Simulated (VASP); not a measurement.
# ZnSeS: single point with PBE

The system is ZnSeS.

```
Zn Se S
1.0
     4.21673    0.00000    0.00000
    -2.10837    3.65180    0.00000
     0.00000    0.00000    3.96479
Zn Se S
1 1 1
Direct
  0.66667 0.33333 0.50000
  0.33333 0.66667 0.50000
  0.00000 0.00000 0.00000
```

The cell was generated, and may not be a known phase.

* Program: VASP 6.6.1
* Task: single point
* Functional: PBE
* Potentials or basis: VASP PAW PBE potentials, release 64 (Zn, Se, S)
* Cutoff: 520 eV
* k mesh: 12 × 12 × 12
* Occupations: gaussian, width 0.1 eV
* Spin: no spin polarisation

- Pressure: 0.2 GPa
- Band gap on the k mesh: zero (bands 12 and 13 overlap by 1.76 eV)

Stress tensor (GPa, compression positive):
```
0.23 0.00 0.00
0.00 0.23 0.00
0.00 0.00 0.03
```

Levels at points of the mesh, in eV from the Fermi level:
```tsv
k point	band 8	band 9	band 10	band 11	band 12	band 13	band 14	band 15	band 16	band 17
(0.00, 0.00, 0.00)	-3.39	-2.29	-2.29	-1.12	-1.12	0.36	1.28	4.75	6.51	6.51
(0.50, 0.00, 0.00)	-5.49	-4.14	-1.72	-1.06	-0.74	0.47	2.34	5.76	7.70	8.31
(0.00, 0.00, 0.50)	-2.42	-2.29	-1.68	-1.68	-1.10	-1.10	2.51	4.35	4.35	5.06
(0.50, 0.00, 0.50)	-5.73	-4.46	-2.98	-1.46	-1.31	-0.10	4.09	4.68	9.68	9.88
```

Run time: 4.1 min on 1 thread of Intel Xeon 8259CL (shared host), peak memory 0.31 GiB.
